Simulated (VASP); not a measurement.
A run of VASP 6.6.1 is set up as follows.

File INCAR:

```
PREC = Accurate
ENCUT = 520
EDIFF = 1E-6
ISMEAR = 0
SIGMA = 0.1
LREAL = False
LASPH = True
NELM = 80
ALGO = Fast
ISIF = 2
LWAVE = False
LCHARG = True
GGA = PE
LELF = True
LVHAR = True
NBANDS = 47
```

KPOINTS

```
Automatic mesh
0
Gamma
  6 6 8
```

Contents of POSCAR:

```
Na3ZrB
1.0
    7.1436710762      0.0000000000      0.0000000000
   -3.5718355381      6.1866006282      0.0000000000
    0.0000000000      0.0000000000      5.3817141137
Na Zr B
6 2 2
Direct
    0.1792858998      0.3585717996      0.2500000000
    0.8207141002      0.1792858998      0.7500000000
    0.8207141002      0.6414282004      0.7500000000
    0.1792858998      0.8207141002      0.2500000000
    0.6414282004      0.8207141002      0.2500000000
    0.3585717996      0.1792858998      0.7500000000
    0.3333333333      0.6666666667      0.7500000000
    0.6666666667      0.3333333333      0.2500000000
    0.0000000000      0.0000000000      0.5000000000
    0.0000000000      0.0000000000      0.0000000000
```

Potentials or basis: VASP PAW PBE potentials, release 64 (Na_pv, Zr_sv, B).

Launch:

```sh
$ cat potpaw_PBE.64/Na_pv/POTCAR potpaw_PBE.64/Zr_sv/POTCAR potpaw_PBE.64/B/POTCAR > POTCAR
$ mpirun -np 1 vasp_std > vasp.out
```

(1) Estimate the band gap on the k mesh.

(2) Estimate the largest force.

Answers

(1) zero (bands 36 and 37 overlap by 0.27 eV).

(2) 0.004 eV/Å.
